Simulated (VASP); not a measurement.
# MgO (Fm-3m) in VASP: notebook

MgO is run at these levels: r2SCAN; tasks: single point, relaxation of cell and atoms.

All numbers are computed with VASP 6.6.1; they aren't measurements. Logs are shortened: lines on timing, memory, paths and dates and some standing lists are left out, and cuts for length are marked.

**Experimental background.**

From “Electronic structure of alkaline earth and post-transition metal oxides”, 2009, arxiv:0908.1581, for a bulk crystal of MgO: band gap 7.83 eV.

The runs below are set against these values where they give the same quantity.

## (1) The cell of the first run

The structure is cubic, space group Fm-3m (No. 225). Conventional cell: a = 4.204 Å, b = 4.204 Å, c = 4.204 Å, α = 90.00°, β = 90.00°, γ = 90.00°. Mg (site symmetry m-3m) has 6 O at 2.10 Å within 2.8 Å. Within 2.8 Å of O (site symmetry m-3m) lie 6 Mg at 2.10 Å.

## (2) Single point, r2SCAN

Contents of POSCAR:

```
MgO
1.0
    0.0000000000      2.1021086848      2.1021086848
    2.1021086848      0.0000000000      2.1021086848
    2.1021086848      2.1021086848      0.0000000000
Mg O
1 1
Direct
    0.0000000000      0.0000000000      0.0000000000
    0.5000000000      0.5000000000      0.5000000000
```

Contents of INCAR.step1:

```
SYSTEM = MgO
ALGO     = Normal         ! electronic algorithm
EDIFF    = 1E-4           ! SCF threshold, eV
ENCUT    = 520            ! plane-wave cutoff, eV
GGA      = PE             ! functional
ISMEAR   = 0              ! smearing method
LASPH    = .TRUE.         ! aspherical terms in the spheres
LCHARG   = .FALSE.        ! write CHGCAR
LREAL    = .FALSE.        ! projectors in reciprocal space
LWAVE    = .TRUE.         ! write WAVECAR
NBANDS   = 11             ! bands
NELM     = 80             ! most SCF steps
PREC     = Accurate       ! precision mode
SIGMA    = 0.02           ! smearing width, eV
```

Contents of INCAR.step2:

```
SYSTEM = MgO
ALGO     = Normal         ! electronic algorithm
EDIFF    = 1E-7           ! SCF threshold, eV
ENCUT    = 520            ! plane-wave cutoff, eV
ISIF     = 2              ! what is computed and relaxed
ISMEAR   = 0              ! smearing method
ISTART   = 1            
LASPH    = .TRUE.         ! aspherical terms in the spheres
LCHARG   = .FALSE.        ! write CHGCAR
LMIXTAU  = .TRUE.       
LREAL    = .FALSE.        ! projectors in reciprocal space
LWAVE    = .FALSE.        ! write WAVECAR
METAGGA  = R2SCAN         ! meta-GGA
NBANDS   = 11             ! bands
NELM     = 80             ! most SCF steps
PREC     = Accurate       ! precision mode
SIGMA    = 0.02           ! smearing width, eV
```

Contents of KPOINTS:

```
k-points
0
G
  10 10 10
  0 0 0
```

Potentials or basis: VASP PAW PBE potentials, release 64 (Mg, O).

Command:

```
$ cat potpaw_PBE.64/Mg/POTCAR potpaw_PBE.64/O/POTCAR > POTCAR
$ cp INCAR.step1 INCAR
$ mpirun -np 1 vasp_std > vasp.out
$ cp INCAR.step2 INCAR
$ mpirun -np 1 vasp_std > vasp.out
```

OUTCAR:

```text
SYSTEM = MgO
   EDIFF = 1E-7
   ENCUT = 520
   ISIF = 2
   ISMEAR = 0
   ISTART = 1
   LASPH = .TRUE.
   LREAL = .FALSE.
   METAGGA = R2SCAN
   NELM = 80
   PREC = Accurate

 ion  position               nearest neighbor table
   1  0.000  0.000  0.000-   2 2.10   2 2.10   2 2.10   2 2.10   2 2.10   2 2.10
   2  0.500  0.500  0.500-   1 2.10   1 2.10   1 2.10   1 2.10   1 2.10   1 2.10

  LATTYP: Found a face centered cubic cell.
 ALAT       =     4.2042173696

  Lattice vectors:

 A1 = (   0.0000000000,   2.1021086848,   2.1021086848)
 A2 = (   2.1021086848,   0.0000000000,   2.1021086848)
 A3 = (   2.1021086848,   2.1021086848,   0.0000000000)

Analysis of symmetry for initial positions (statically):
=====================================================================
 Subroutine PRICEL returns:
 Original cell was already a primitive cell.

 Routine SETGRP: Setting up the symmetry group for a
 face centered cubic supercell.

 Subroutine GETGRP returns: Found 48 space group operations
 (whereof 48 operations were pure point group operations)
 out of a pool of 48 trial point group operations.

The static configuration has the point symmetry O_h .

Analysis of symmetry for dynamics (positions and initial velocities):
=====================================================================
 Subroutine PRICEL returns:
 Original cell was already a primitive cell.

 Routine SETGRP: Setting up the symmetry group for a
 face centered cubic supercell.

 Subroutine GETGRP returns: Found 48 space group operations
 (whereof 48 operations were pure point group operations)
 out of a pool of 48 trial point group operations.

The dynamic configuration has the point symmetry O_h .

 Subroutine INISYM returns: Found 48 space group operations
 (whereof 48 operations are pure point group operations),
 and found     1 'primitive' translations

----------------------------------------------------------------------------------------

                                     Primitive cell

  volume of cell :      18.5779

  direct lattice vectors                    reciprocal lattice vectors
     0.000000000  2.102108685  2.102108685    -0.237856398  0.237856398  0.237856398
     2.102108685  0.000000000  2.102108685     0.237856398 -0.237856398  0.237856398
     2.102108685  2.102108685  0.000000000     0.237856398  0.237856398 -0.237856398

  length of vectors
     2.972830612  2.972830612  2.972830612     0.411979366  0.411979366  0.411979366

  position of ions in fractional coordinates (direct lattice)
     0.000000000  0.000000000  0.000000000
     0.500000000  0.500000000  0.500000000

  ion indices of the primitive-cell ions
   primitive index   ion index
                 1           1
                 2           2

----------------------------------------------------------------------------------------

 KPOINTS: k-points

Automatic generation of k-mesh.
 Grid dimensions read from file:
 generate k-points for:   10   10   10

 Generating k-lattice:

  Cartesian coordinates                     Fractional coordinates (reciprocal lattice)
    -0.023785640  0.023785640  0.023785640     0.100000000  0.000000000  0.000000000
     0.023785640 -0.023785640  0.023785640     0.000000000  0.100000000  0.000000000
     0.023785640  0.023785640 -0.023785640     0.000000000  0.000000000  0.100000000

  Length of vectors
     0.041197937  0.041197937  0.041197937

  Shift w.r.t. Gamma in fractional coordinates (k-lattice)
     0.000000000  0.000000000  0.000000000

 Subroutine IBZKPT returns following result:
 ===========================================

 Found     47 irreducible k-points:

 Following reciprocal coordinates:
            Coordinates               Weight
  0.000000  0.000000  0.000000      1.000000
  0.100000  0.000000  0.000000      8.000000
  0.200000  0.000000  0.000000      8.000000
  0.300000  0.000000  0.000000      8.000000
  0.400000  0.000000  0.000000      8.000000
  0.500000  0.000000  0.000000      4.000000
[... 16 lines left out ...]
  0.300000  0.300000  0.000000      6.000000
  0.400000  0.300000  0.000000     24.000000
 [... further k-points ...]
   k-points           NKPTS =     47   k-points in BZ     NKDIM =     47   number of bands    NBANDS=     11
   number of dos      NEDOS =    301   number of ions     NIONS =      2
   total plane-waves  NPLWV =  13824
   dimension x,y,z NGX =    24 NGY =   24 NGZ =   24
   dimension x,y,z NGXF=    48 NGYF=   48 NGZF=   48
   ions per type =               1   1
   NGX,Y,Z   is equivalent  to a cutoff of  13.42, 13.42, 13.42 a.u.
   NGXF,Y,Z  is equivalent  to a cutoff of  26.84, 26.84, 26.84 a.u.
 SYSTEM =  MgO
   PREC   = accura    normal or accurate (medium, high low for compatibility)
   ISTART =      1    job   : 0-new  1-cont  2-samecut
   ICHARG =      0    charge: 1-file 2-atom 10-const
   ISPIN  =      1    spin polarized calculation?
   LNONCOLLINEAR =      F non collinear calculations
   LSORBIT =      F    spin-orbit coupling
   LASPH  =      T    aspherical Exc in radial PAW
   ENCUT  =  520.0 eV  38.22 Ry    6.18 a.u.   5.53  5.53  5.53*2*pi/ulx,y,z
   NELM   =     80;   NELMIN=  2; NELMDL=  0     # of ELM steps
   EDIFF  = 0.1E-06   stopping-criterion for ELM
   LREAL  =      F    real-space projection
   EDIFFG = 0.1E-05   stopping-criterion for IOM
   NSW    =      0    number of steps for IOM
   IBRION =     -1    ionic relax: 0-MD 1-quasi-New 2-CG
   NFREE  =      0    steps in history (QN), initial steepest desc. (CG)
   ISIF   =      2    stress and relaxation
   ISYM   =      2    0-nonsym 1-usesym 2-fastsym
   POTIM  = 0.5000    time-step for ionic-motion
   TEBEG  =    0.0;   TEEND  =   0.0 temperature during run
   PSTRESS=    0.0 pullay stress
   NELECT =       8.0000    total number of electrons
   NUPDOWN=      -1.0000    fix difference up-down
   EMIN   =  10.00;   EMAX   =-10.00  energy-range for DOS
   EFERMI =   0.00;   METHOD = LEGACY
   ISMEAR =     0;   SIGMA  =   0.02  broadening in eV -4-tet -1-fermi 0-gaus
   EFERMI_NEDOS =   21; number of points for ismear=-14 and -15
   IALGO  =     38    algorithm
   IMIX   =      4    mixing-type and parameters
     AMIX     =   0.40;   BMIX     =  1.00
     AMIX_MAG =   1.60;   BMIX_MAG =  1.00
  volume/ion in A,a.u.               =       9.29        62.68
  Fermi-wavevector in a.u.,A,eV,Ry     =   1.236250  2.336174 20.793977  1.528314
  Thomas-Fermi vector in A             =   2.370866
   LORBIT       =      0    0 simple, 1 ext, 2 COOP (PROOUT), +10 PAW based schemes
   METAGGA = R2SCAN    functional components
   LHFCALC =     F    Hartree Fock is set to
   AEXX    =    0.0000 exact exchange contribution
   IVDW    =     0    specifies the selected vdW correction
   LEPSILON=     F    determine dielectric tensor
   LRPA    =     F    only Hartree local field effects (RPA)
 non-spin polarized calculation
 Gauss-broadening in eV      SIGMA  =   0.02
  energy-cutoff  :      520.00
  volume of cell :       18.58
 maximum number of plane-waves:       531
 NGX is ok and might be reduce to    24
   NGX = 11   NGY = 11   NGZ = 11

 number of electron       8.0000004 magnetization

 Free energy of the ion-electron system (eV)
  ---------------------------------------------------
  ext. energy  EPLUGINS =         0.00000000
  ---------------------------------------------------
  free energy    TOTEN  =       -16.16112348 eV

  energy without entropy =      -16.16112348  energy(sigma->0) =      -16.16112348

 E-fermi :   2.9688     XC(G=0): -11.6238

 val. band max:        2.8169386400   @ k =   0.0000   0.0000   0.0000
 cond. band min:       8.4777168299   @ k =   0.0000   0.0000   0.0000
 fundamental gap:      5.6607781899
 Fermi energy:         2.9687879859

 k-point     1 :       0.0000    0.0000    0.0000
  band No.  band energies     occupation
      1     -15.4123      2.00000
      2       2.8169      2.00000
      3       2.8169      2.00000
      4       2.8169      2.00000
      5       8.4777      0.00000
      6      19.6833      0.00000
      7      19.6833      0.00000
      8      19.6833      0.00000
      9      23.8447      0.00000
     10      25.6184      0.00000
     11      25.6184      0.00000

 k-point     2 :       0.1000    0.0000    0.0000
  band No.  band energies     occupation
      1     -15.3072      2.00000
      2       2.1868      2.00000
      3       2.7469      2.00000
      4       2.7469      2.00000
      5       9.0925      0.00000
      6      18.4398      0.00000
      7      19.9380      0.00000
      8      19.9380      0.00000
      9      24.9075      0.00000
     10      24.9075      0.00000
     11      25.5473      0.00000

 k-point     3 :       0.2000    0.0000    0.0000
  band No.  band energies     occupation
      1     -15.0195      2.00000
      2       0.8656      2.00000
      3       2.5693      2.00000
      4       2.5693      2.00000
      5      10.3055      0.00000
      6      16.9314      0.00000
      7      20.4612      0.00000
      8      20.4612      0.00000
      9      24.2125      0.00000
     10      24.2125      0.00000
     11      26.6358      0.00000

 k-point     4 :       0.3000    0.0000    0.0000
  band No.  band energies     occupation
      1     -14.6335      2.00000
      2      -0.4761      2.00000
      3       2.3601      2.00000
      4       2.3601      2.00000
      5      11.2616      0.00000
      6      16.2961      0.00000
      7      20.6147      0.00000
      8      20.6147      0.00000
      9      24.6904      0.00000
     10      24.6904      0.00000
     11      26.0483      0.00000
[... 239 lines left out ...]
 k-point    22 :      -0.2000    0.2000    0.0000
  band No.  band energies     occupation
      1     -14.5191      2.00000
      2      -0.2779      2.00000
      3       1.4671      2.00000
      4       2.3543      2.00000
      5      12.2585      0.00000
      6      15.7770      0.00000
      7      19.1631      0.00000
      8      21.8988      0.00000
      9      22.4558      0.00000
     10      25.6248      0.00000
     11      29.3000      0.00000

 k-point    23 :       0.3000    0.3000    0.0000
  band No.  band energies     occupation
      1     -14.4354      2.00000
      2      -0.3425      2.00000
      3       1.8574      2.00000
      4       1.8574      2.00000
      5      12.7142      0.00000
      6      14.2058      0.00000
      7      18.4935      0.00000
      8      22.0825      0.00000
      9      22.0825      0.00000
     10      28.3689      0.00000
     11      31.9003      0.00000

 k-point    24 :       0.4000    0.3000    0.0000
  band No.  band energies     occupation
      1     -14.1940      2.00000
      2      -0.7792      2.00000
      3       1.4903      2.00000
      4       1.7053      2.00000
      5      13.4497      0.00000
      6      13.9812      0.00000
      7      17.6506      0.00000
      8      22.3643      0.00000
      9      22.5877      0.00000
     10      29.1734      0.00000
     11      31.4099      0.00000

 [... further k-points ...]
[... 5 lines left out ...]
  --------------------------------------------------------------------------------------
  -------------------------------------------------------------------------------------
  Total       -0.1303758     -0.1303758     -0.1303758     -0.0000000     -0.0000000      0.0000000
  in kB      -11.2437701    -11.2437701    -11.2437701     -0.0000000     -0.0000000      0.0000000
  external PRESSURE =     -11.2437701 kB  Pullay stress =       0.0000000 kB

 VOLUME and BASIS-vectors are now :
 -----------------------------------------------------------------------------
  energy-cutoff  :      520.00
  volume of cell :       18.58
      direct lattice vectors                 reciprocal lattice vectors
     0.000000000  2.102108685  2.102108685    -0.237856398  0.237856398  0.237856398
     2.102108685  0.000000000  2.102108685     0.237856398 -0.237856398  0.237856398
     2.102108685  2.102108685  0.000000000     0.237856398  0.237856398 -0.237856398

 POSITION                                       TOTAL-FORCE (eV/Angst)
 -----------------------------------------------------------------------------------
      0.00000      0.00000      0.00000        -0.000000     -0.000000     -0.000000
      2.10211      2.10211      2.10211         0.000000      0.000000      0.000000
 -----------------------------------------------------------------------------------
    total drift:                               -0.000000     -0.000000      0.000000

  FREE ENERGIE OF THE ION-ELECTRON SYSTEM (eV)
  ---------------------------------------------------
  free  energy   TOTEN  =       -16.1611234766 eV

  energy  without entropy=      -16.1611234766  energy(sigma->0) =      -16.16112348
```

Run time: 2.3 min. Hardware: 1 thread of AMD EPYC 7R13, shared host; peak memory 0.12 GiB.

What came out:

- Free energy: -16.1611 eV
- Pressure: -1.1 GPa
- Band gap on the k mesh: 5.66 eV, direct

Levels at points of the mesh, in eV from the valence-band top:
| k point | band 1 | band 2 | band 3 | band 4 | band 5 | band 6 | band 7 | band 8 |
| --- | --- | --- | --- | --- | --- | --- | --- | --- |
| (0.00, 0.00, 0.00) | -18.23 | 0.00 | 0.00 | 0.00 | 5.66 | 16.87 | 16.87 | 16.87 |
| (0.50, 0.00, 0.00) | -16.97 | -4.64 | -0.68 | -0.68 | 8.84 | 13.87 | 17.48 | 17.48 |
| (0.50, 0.50, 0.00) | -16.72 | -4.12 | -1.38 | -1.38 | 10.04 | 11.12 | 14.35 | 20.46 |

Caveat: the PAW data sets were made with another functional, which shifts forces and pressure a little.

## (3) Relaxation of cell and atoms, r2SCAN

This run uses another cell than the first one, of 9.73 Å³/atom, 1.048 times its volume.

Contents of POSCAR:

```
MgO
1.0
    0.0000000000      2.1351500000      2.1351500000
    2.1351500000      0.0000000000      2.1351500000
    2.1351500000      2.1351500000      0.0000000000
Mg O
1 1
Direct
    0.0000000000      0.0000000000      0.0000000000
    0.5000000000      0.5000000000      0.5000000000
```

Contents of INCAR.step1:

```
PREC = Accurate
ENCUT = 600
ISMEAR = 0
SIGMA = 0.02
LREAL = F
LASPH = T
NELM = 60
GGA = PE
ALGO = Normal
EDIFF = 1E-4
LWAVE = T
LCHARG = F
```

Contents of INCAR.step2:

```
PREC = Accurate
ENCUT = 600
EDIFF = 1E-7
ISMEAR = 0
SIGMA = 0.02
LREAL = F
LASPH = T
NELM = 60
ALGO = Normal
ISIF = 3
LWAVE = F
LCHARG = F
METAGGA = R2SCAN
LMIXTAU = T
IBRION = 2
NSW = 100
EDIFFG = -0.005
ISTART = 1
```

Contents of KPOINTS:

```
regular mesh
0
Gamma
  10 10 10
```

Potentials or basis: VASP PAW PBE potentials, release 64 (Mg, O).

Command:

```
$ cat potpaw_PBE.64/Mg/POTCAR potpaw_PBE.64/O/POTCAR > POTCAR
$ cp INCAR.step1 INCAR
$ mpirun -np 1 vasp_std > vasp.out
$ cp INCAR.step2 INCAR
$ mpirun -np 1 vasp_std > vasp.out
```

It took 3.5 min on 1 thread of AMD EPYC 7R13, shared host; peak memory 0.13 GiB.

The run converged. Its results:

- Free energy: -16.1679 eV
- Relaxed volume: 9.21 Å³/atom
- Relaxed cell: a = 2.965 Å, b = 2.965 Å, c = 2.965 Å, α = 60.00°, β = 60.00°, γ = 60.00°
- Space group after relaxing (to 0.05 Å): Fm-3m (No. 225)
- Energy gained by relaxing: 14.3 meV/atom
- Ionic steps: 3
- Pressure after relaxing: 0.0 GPa
- Band gap on the k mesh: 5.75 eV, direct

Step by step:
```csv
step,energy change (eV),largest force (eV/Å),pressure (GPa),volume (Å³)
1,0.0000,0.0000,-8.39,19.47
2,-0.0248,0.0000,3.50,18.07
3,-0.0287,0.0000,0.02,18.42
```

Final structure:
```cif
data_structure
_symmetry_space_group_name_H-M 'P 1'
_symmetry_Int_Tables_number 1
_cell_length_a 2.9646
_cell_length_b 2.9646
_cell_length_c 2.9646
_cell_angle_alpha 60.000
_cell_angle_beta 60.000
_cell_angle_gamma 60.000
_cell_volume 18.42
loop_
_atom_site_label
_atom_site_type_symbol
_atom_site_fract_x
_atom_site_fract_y
_atom_site_fract_z
_atom_site_occupancy
Mg1 Mg 0.00000 0.00000 0.00000 1
O1 O 0.50000 0.50000 0.50000 1
```

Levels at points of the mesh, in eV from the valence-band top:
```csv
k point,band 1,band 2,band 3,band 4,band 5,band 6,band 7,band 8
"(0.00, 0.00, 0.00)",-18.27,0.00,0.00,0.00,5.75,16.92,16.92,16.92
"(0.50, 0.00, 0.00)",-16.99,-4.67,-0.69,-0.69,8.90,13.97,17.57,17.57
"(0.50, 0.50, 0.00)",-16.73,-4.16,-1.39,-1.39,10.06,11.22,14.45,20.59
```

Caveat: the PAW data sets were made with another functional, which shifts forces and pressure a little.

## (4) How close it comes

Step 2. Against the measured gap of MgO, 7.83 eV (quoted in “Electronic structure of alkaline earth and post-transition metal oxides”, 2009, arxiv:0908.1581), the calculated 5.66 eV is off by -2.17 eV. The value is that of r2SCAN, without temperature or zero-point motion.
